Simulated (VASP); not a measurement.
# Tl (Pm-3m) in VASP: a series of runs, part 2 of 2

VASP 6.6.1.

**4. Single point, r2SCAN**

This run uses another cell than the first one, of 23.51 Å³/atom.

Contents of POSCAR:

```
Tl
1.0
    2.8647225814      0.0000000000      0.0000000000
    0.0000000000      2.8647225814      0.0000000000
    0.0000000000      0.0000000000      2.8647225814
Tl
1
Direct
    0.0000000000      0.0000000000      0.0000000000
```

Contents of INCAR.step1:

```
ALGO = Normal
EDIFF = 1E-4
ENCUT = 520
GGA = PE
ISMEAR = -1
LASPH = True
LCHARG = False
LREAL = False
LWAVE = True
NBANDS = 12
NELM = 60
PREC = Accurate
SIGMA = 0.1
```

Contents of INCAR.step2:

```
ALGO = Normal
EDIFF = 1E-7
ENCUT = 520
ISIF = 2
ISMEAR = -1
ISTART = 1
LASPH = True
LCHARG = False
LMIXTAU = True
LREAL = False
LWAVE = False
METAGGA = R2SCAN
NBANDS = 12
NELM = 60
PREC = Accurate
SIGMA = 0.1
```

Contents of KPOINTS:

```
k-points
0
Gamma
  7 7 7
```

Potentials or basis: VASP PAW PBE potentials, release 64 (Tl_d).

Run with:

```console
$ cat potpaw_PBE.64/Tl_d/POTCAR > POTCAR
$ cp INCAR.step1 INCAR
$ mpirun -np 1 vasp_std > vasp.out
$ cp INCAR.step2 INCAR
$ mpirun -np 1 vasp_std > vasp.out
```

OUTCAR:

```text
EDIFF = 1E-7
   ENCUT = 520
   ISIF = 2
   ISMEAR = -1
   ISTART = 1
   LASPH = True
   LREAL = False
   METAGGA = R2SCAN
   NELM = 60
   PREC = Accurate

 ion  position               nearest neighbor table
   1  0.000  0.000  0.000-

  LATTYP: Found a simple cubic cell.
 ALAT       =     2.8647225814

  Lattice vectors:

 A1 = (   2.8647225814,   0.0000000000,   0.0000000000)
 A2 = (   0.0000000000,   2.8647225814,   0.0000000000)
 A3 = (   0.0000000000,   0.0000000000,   2.8647225814)

Analysis of symmetry for initial positions (statically):
=====================================================================
 Subroutine PRICEL returns:
 Original cell was already a primitive cell.

 Routine SETGRP: Setting up the symmetry group for a
 simple cubic supercell.

 Subroutine GETGRP returns: Found 48 space group operations
 (whereof 48 operations were pure point group operations)
 out of a pool of 48 trial point group operations.

The static configuration has the point symmetry O_h .

Analysis of symmetry for dynamics (positions and initial velocities):
=====================================================================
 Subroutine PRICEL returns:
 Original cell was already a primitive cell.

 Routine SETGRP: Setting up the symmetry group for a
 simple cubic supercell.

 Subroutine GETGRP returns: Found 48 space group operations
 (whereof 48 operations were pure point group operations)
 out of a pool of 48 trial point group operations.

The dynamic configuration has the point symmetry O_h .

 Subroutine INISYM returns: Found 48 space group operations
 (whereof 48 operations are pure point group operations),
 and found     1 'primitive' translations

----------------------------------------------------------------------------------------

                                     Primitive cell

[... 107 lines left out ...]
   LORBIT       =      0    0 simple, 1 ext, 2 COOP (PROOUT), +10 PAW based schemes
   METAGGA = R2SCAN    functional components
   LHFCALC =     F    Hartree Fock is set to
   AEXX    =    0.0000 exact exchange contribution
   IVDW    =     0    specifies the selected vdW correction
   LEPSILON=     F    determine dielectric tensor
   LRPA    =     F    only Hartree local field effects (RPA)
 non-spin polarized calculation
  energy-cutoff  :      520.00
  volume of cell :       23.51
 maximum number of plane-waves:       651
 NGX is ok and might be reduce to    24
   NGX = 11   NGY = 11   NGZ = 11

 number of electron      13.0000007 magnetization

 Free energy of the ion-electron system (eV)
  ---------------------------------------------------
  ext. energy  EPLUGINS =         0.00000000
  ---------------------------------------------------
  free energy    TOTEN  =       -52.66540872 eV

  energy without entropy =      -52.65080325  energy(sigma->0) =      -52.65810599

 E-fermi :   8.9534     XC(G=0): -11.9280

 val. band max:        8.7170664846   @ k =   0.4286   0.4286   0.1429
 cond. band min:       8.9650532536   @ k =   0.4286   0.2857   0.2857
 fundamental gap:      0.2479867690
 Fermi energy:         8.9534471125

 k-point     1 :       0.0000    0.0000    0.0000
  band No.  band energies     occupation
      1      -5.0894      2.00000
      2      -5.0894      2.00000
      3      -3.4995      2.00000
      4      -2.9205      2.00000
      5      -2.9205      2.00000
      6      -2.9205      2.00000
      7      17.4194      0.00000
      8      17.4194      0.00000
      9      17.4194      0.00000
     10      22.0790      0.00000
     11      23.4000      0.00000
     12      23.4000      0.00000
[... 271 lines left out ...]
 k-point    20 :       0.4286    0.4286    0.4286
  band No.  band energies     occupation
      1      -4.3963      2.00000
      2      -4.3674      2.00000
      3      -4.3674      2.00000
      4      -2.4384      2.00000
      5      -2.4384      2.00000
      6       8.0998      1.99961
      7      11.4999      0.00000
      8      11.4999      0.00000
      9      13.7460      0.00000
     10      16.3405      0.00000
     11      19.2114      0.00000
     12      19.2114      0.00000

------------------------ aborting loop because EDIFF is reached ----------------------------------------

  FORCE on cell =-STRESS in cart. coord.  units (eV):
  Direction    XX          YY          ZZ          XY          YZ          ZX
  --------------------------------------------------------------------------------------
  -------------------------------------------------------------------------------------
  Total        2.9523261      2.9523261      2.9523261     -0.0000000     -0.0000000      0.0000000
  in kB      201.1996385    201.1996385    201.1996385     -0.0000000     -0.0000000      0.0000000
  external PRESSURE =     201.1996385 kB  Pullay stress =       0.0000000 kB

 VOLUME and BASIS-vectors are now :
 -----------------------------------------------------------------------------
  energy-cutoff  :      520.00
  volume of cell :       23.51
      direct lattice vectors                 reciprocal lattice vectors
     2.864722581  0.000000000  0.000000000     0.349073941  0.000000000  0.000000000
     0.000000000  2.864722581  0.000000000     0.000000000  0.349073941  0.000000000
     0.000000000  0.000000000  2.864722581     0.000000000  0.000000000  0.349073941

 POSITION                                       TOTAL-FORCE (eV/Angst)
 -----------------------------------------------------------------------------------
      0.00000      0.00000      0.00000         0.000000      0.000000      0.000000
 -----------------------------------------------------------------------------------
    total drift:                                0.000000      0.000000      0.000000

  FREE ENERGIE OF THE ION-ELECTRON SYSTEM (eV)
  ---------------------------------------------------
  free  energy   TOTEN  =       -52.6654087224 eV

  energy  without entropy=      -52.6508032544  energy(sigma->0) =      -52.65810599
```

It took 22 s on 1 thread of Intel Xeon Platinum 8259CL at 2.50GHz (Skylake/Cascade Lake), shared host; peak memory 0.14 GiB.

What came out:

```yaml
Free_energy: -52.6654 eV
Pressure: 20.1 GPa
Band_gap_on_the_k_mesh: zero (an odd number of electrons rules out a gap without spin polarisation)
```

Levels at points of the mesh, in eV from the Fermi level:
| k point | band 2 | band 3 | band 4 | band 5 | band 6 | band 7 | band 8 | band 9 | band 10 | band 11 |
| --- | --- | --- | --- | --- | --- | --- | --- | --- | --- | --- |
| (0.00, 0.00, 0.00) | -14.04 | -12.45 | -11.87 | -11.87 | -11.87 | 8.47 | 8.47 | 8.47 | 13.13 | 14.45 |

Caveat: the cell stands under pressure; the PAW data sets were made with another functional, which shifts forces and pressure a little; spin-orbit coupling is left out, which moves the levels of the heavy elements.

**5. Single point, r2SCAN**

This run uses another cell than the first one, of 32.36 Å³/atom.

Contents of POSCAR:

```
Tl
1.0
    3.1867831759      0.0000000000      0.0000000000
    0.0000000000      3.1867831759      0.0000000000
    0.0000000000      0.0000000000      3.1867831759
Tl
1
Direct
    0.0000000000      0.0000000000      0.0000000000
```

Contents of INCAR.step1:

```
SYSTEM = Tl
PREC = Accurate ; ENCUT = 520
ISMEAR = -1 ; SIGMA = 0.1
LREAL = .False. ; LASPH = .True.
NELM = 80 ; NBANDS = 12
GGA = PE ; ALGO = Normal
EDIFF = 1E-4 ; LWAVE = .True.
LCHARG = .False.
```

Contents of INCAR.step2:

```
SYSTEM = Tl
PREC = Accurate ; ENCUT = 520
EDIFF = 1E-7 ; ISMEAR = -1
SIGMA = 0.1 ; LREAL = .False.
LASPH = .True. ; NELM = 80
ALGO = Normal ; ISIF = 2
LWAVE = .False. ; LCHARG = .False.
METAGGA = R2SCAN ; LMIXTAU = .True.
NBANDS = 12 ; ISTART = 1
```

Contents of KPOINTS:

```
Automatic mesh
0
Gamma
  7 7 7
  0 0 0
```

Run with:

```console
$ cat potpaw_PBE.64/Tl_d/POTCAR > POTCAR
$ cp INCAR.step1 INCAR
$ mpirun -np 1 vasp_std > vasp.out
$ cp INCAR.step2 INCAR
$ mpirun -np 1 vasp_std > vasp.out
```

Wall time 21 s (1 thread of Intel Xeon Platinum 8259CL at 2.50GHz (Skylake/Cascade Lake), shared host); peak memory 0.14 GiB.

It converged, with:

```yaml
Free_energy: -53.0632 eV
Pressure: 0.0 GPa
Band_gap_on_the_k_mesh: zero (an odd number of electrons rules out a gap without spin polarisation)
```

Levels at points of the mesh, in eV from the Fermi level:
| k point | band 4 | band 5 | band 6 | band 7 | band 8 | band 9 |
| --- | --- | --- | --- | --- | --- | --- |
| (0.00, 0.00, 0.00) | -11.86 | -11.86 | -10.14 | 6.87 | 6.87 | 6.87 |

Caveat: the PAW data sets were made with another functional, which shifts forces and pressure a little; spin-orbit coupling is left out, which moves the levels of the heavy elements.

**6. Relaxation of cell and atoms, r2SCAN**

This run uses another cell than the first one, of 31.55 Å³/atom.

Contents of POSCAR:

```
Tl
1.0
    3.1600000000      0.0000000000      0.0000000000
    0.0000000000      3.1600000000      0.0000000000
    0.0000000000      0.0000000000      3.1600000000
Tl
1
Direct
    0.0000000000      0.0000000000      0.0000000000
```

Contents of INCAR.step1:

```
SYSTEM = Tl
ALGO = Normal
EDIFF = 1E-4
ENCUT = 600
GGA = PE
ISMEAR = -1
LASPH = .True.
LCHARG = .False.
LREAL = .False.
LWAVE = .True.
NELM = 80
PREC = Accurate
SIGMA = 0.1
```

Contents of INCAR.step2:

```
SYSTEM = Tl
ALGO = Normal
EDIFF = 1E-6
EDIFFG = -0.03
ENCUT = 600
IBRION = 2
ISIF = 3
ISMEAR = -1
ISTART = 1
LASPH = .True.
LCHARG = .False.
LMIXTAU = .True.
LREAL = .False.
LWAVE = .False.
METAGGA = R2SCAN
NELM = 80
NSW = 80
PREC = Accurate
SIGMA = 0.1
```

Contents of KPOINTS:

```
k-points
0
Gamma
  7 7 7
  0 0 0
```

Potentials or basis: VASP PAW PBE potentials, release 64 (Tl_d).

Run with:

```console
$ cat potpaw_PBE.64/Tl_d/POTCAR > POTCAR
$ cp INCAR.step1 INCAR
$ mpirun -np 1 vasp_std > vasp.out
$ cp INCAR.step2 INCAR
$ mpirun -np 1 vasp_std > vasp.out
```

Wall time 60 s (1 thread of Intel Xeon Platinum 8259CL at 2.50GHz (Skylake/Cascade Lake), shared host); peak memory 0.17 GiB.

The run converged. Its results:

- Free energy: -53.0627 eV
- Relaxed volume: 32.25 Å³/atom
- Relaxed cell: a = 3.183 Å, b = 3.183 Å, c = 3.183 Å, α = 90.00°, β = 90.00°, γ = 90.00°
- Space group after relaxing (to 0.1 Å): Pm-3m (No. 221)
- Energy gained by relaxing: 1.9 meV/atom
- Ionic steps: 2
- Pressure after relaxing: 0.1 GPa
- Band gap on the k mesh: zero (an odd number of electrons rules out a gap without spin polarisation)

Step by step:
```
step  energy change (eV)  largest force (eV/Å)  pressure (GPa)  volume (Å³)
   1              0.0000                0.0000            0.76        31.55
   2             -0.0019                0.0000            0.14        32.25
```

Final structure:
```
Tl
1.0
     3.18293    0.00000    0.00000
     0.00000    3.18293    0.00000
     0.00000    0.00000    3.18293
Tl
1
Direct
  0.00000 0.00000 0.00000
```

Levels at points of the mesh, in eV from the Fermi level:
```tsv
k point	band 2	band 3	band 4	band 5	band 6	band 7	band 8	band 9	band 10
(0.00, 0.00, 0.00)	-12.91	-11.86	-11.86	-11.86	-10.16	6.89	6.89	6.89	10.08
```

Caveat: the PAW data sets were made with another functional, which shifts forces and pressure a little; spin-orbit coupling is left out, which moves the levels of the heavy elements.

**7. The runs side by side**

```tsv
task	cell	cutoff (eV)	gap on the mesh (eV)	pressure (GPa)
single point	a = 2.675 Å, 1 atom	520	none	60.5
single point	a = 2.748 Å, 1 atom	520	none	40.3
single point	a = 2.865 Å, 1 atom	520	none	20.1
single point	a = 3.187 Å, 1 atom	520	none	0.0
relaxation of cell and atoms	relaxed from a = 3.160 Å, 1 atom	600	none	0.1
```

Alike in all rows: level r2SCAN; potentials or basis VASP PAW PBE potentials, release 64 (Tl_d); no spin polarisation; k mesh 7 × 7 × 7; smearing fermi-dirac 0.1 eV.

Caveats: the PAW data sets were made with another functional, which shifts forces and pressure a little; spin-orbit coupling is left out, which moves the levels of the heavy elements; the cell stands under pressure (at least some runs).

Absolute energies hang on the potentials; compare differences alone.
